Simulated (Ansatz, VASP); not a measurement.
**VN2 in VASP and in Ansatz**

```xyz
6
Lattice="-2.2072 2.2072 2.4221 2.2072 -2.2072 2.4221 2.2072 2.2072 -2.4221" Properties=species:S:1:pos:R:3 pbc="T T T"
V     0.0000    0.0000    1.2111
V     0.0000    0.0000    3.6332
N     2.7085    0.5014    0.0000
N     1.7058    0.5014    2.4221
N    -0.5014    1.7058    2.4221
N     0.5014    1.7058    0.0000
```

Change from the starting cell: strain +0.025 along x and y, -0.025 along z, atoms carried along.

Alike in both runs: task single point; functional PBE; k mesh 16 × 16 × 16; occupations gaussian, width 0.15 eV; no spin polarisation.

|  | VASP | Ansatz |
| --- | --- | --- |
| version | VASP 6.6.1 | Ansatz 0.2.0 |
| potentials or method | VASP PAW PBE potentials, release 64 (V_sv, N), cutoff 520 eV | scalar-relativistic, plane waves, PAW |
| valence electrons in the cell | 46 | 46 |

VASP gave:

| Item | Value |
| --- | --- |
| gap on the k mesh at the Fermi level (eV) | none |
| pressure (GPa) | -8.2 |
| traceless stress, the component that is largest in VASP (GPa) | 19.79 |
| rms of the force components (eV/Å) | 0.133 |

Q: Estimate Ansatz's values.

A: gap on the k mesh at the Fermi level (eV): none; pressure (GPa): -8.8; traceless stress, the component that is largest in VASP (GPa): 19.95; rms of the force components (eV/Å): 0.151.

Atom by atom the forces differ by 0.018 eV/Å (rms over components). A gap of «none» marks a metal or a gap that the smearing closes. The functional is the same, so the differences come from potentials, cutoffs and numerics.
